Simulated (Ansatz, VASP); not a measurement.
Two plane-wave programs on Hg2Ge3

```
Ge Hg
1.0
     5.11002    0.00000    0.00000
     0.00000    5.11002    0.00000
     0.00000    0.00000    5.11002
Ge Hg
3 2
Cartesian
  2.5550 0.0000 0.0000
  0.0000 2.5550 0.0000
  0.0000 0.0000 2.5550
  0.0000 0.0000 0.0000
  2.5550 2.5550 2.5550
```

Alike in both runs: task relaxation of cell and atoms; functional PBE; k mesh 4 × 4 × 4; occupations gaussian, width 0.1 eV; no spin polarisation.

|  | VASP | Ansatz |
| --- | --- | --- |
| version | VASP 6.6.1 | Ansatz 0.2.0 |
| potentials or method | VASP PAW PBE potentials, release 64 (Ge_d, Hg), cutoff 600 eV | scalar-relativistic, plane waves, PAW |
| valence electrons in the cell | 66 | 82 |

```csv
,VASP,Ansatz,Ansatz less VASP
"gap on the k mesh at the Fermi level, each at its own relaxed structure (eV)",none,none,-
relaxed volume (Å³/atom),29.59,29.04,-0.552
relaxed cell length with the largest relative difference (Å),5.289,5.256,-0.0331
```

A gap of «none» marks a metal or a gap that the smearing closes. VASP's potentials hold 66 valence electrons a cell and Ansatz's 82, so a difference there can come from the potentials and not from the codes.

Neither program's run includes spin-orbit coupling.
